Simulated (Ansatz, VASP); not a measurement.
One calculation of CaC2, two programs

```xyz
3
Lattice="-1.9259 1.9259 3.0603 1.9259 -1.9259 3.0603 1.9259 1.9259 -3.0603" Properties=species:S:1:pos:R:3 pbc="T T T"
Ca    0.0000    0.0000    0.0000
C     0.0000    0.0000    3.6704
C     0.0000    0.0000    2.4502
```

Change from the starting cell: strain +0.025 along x and y, -0.025 along z, atoms carried along.

Alike in both runs: task single point; functional LDA; k mesh 10 × 10 × 10; occupations gaussian, width 0.05 eV; no spin polarisation.

```csv
,VASP,Ansatz
version,VASP 6.6.1,Ansatz 0.2.0
potentials or method,"VASP PAW LDA potentials, release 64 (Ca_sv, C), cutoff 600 eV","scalar-relativistic, plane waves, PAW"
valence electrons in the cell,18,18
```

VASP gave:

| Quantity | Value |
| --- | --- |
| gap on the k mesh at the Fermi level (eV) | 1.20 |
| least direct gap on the mesh (eV) | 2.32 |
| pressure (GPa) | 3.7 |
| traceless stress, the component that is largest in VASP (GPa) | 13.39 |
| rms of the force components (eV/Å) | 1.227 |

Problem. Estimate Ansatz's values.

Solution. gap on the k mesh at the Fermi level (eV): 1.21; least direct gap on the mesh (eV): 2.33; pressure (GPa): 3.4; traceless stress, the component that is largest in VASP (GPa): 12.97; rms of the force components (eV/Å): 1.182.

LDA's correlation is that of Perdew and Zunger in VASP and of Perdew and Wang (1992) in Ansatz. Atom by atom the forces differ by 0.045 eV/Å (rms over components).
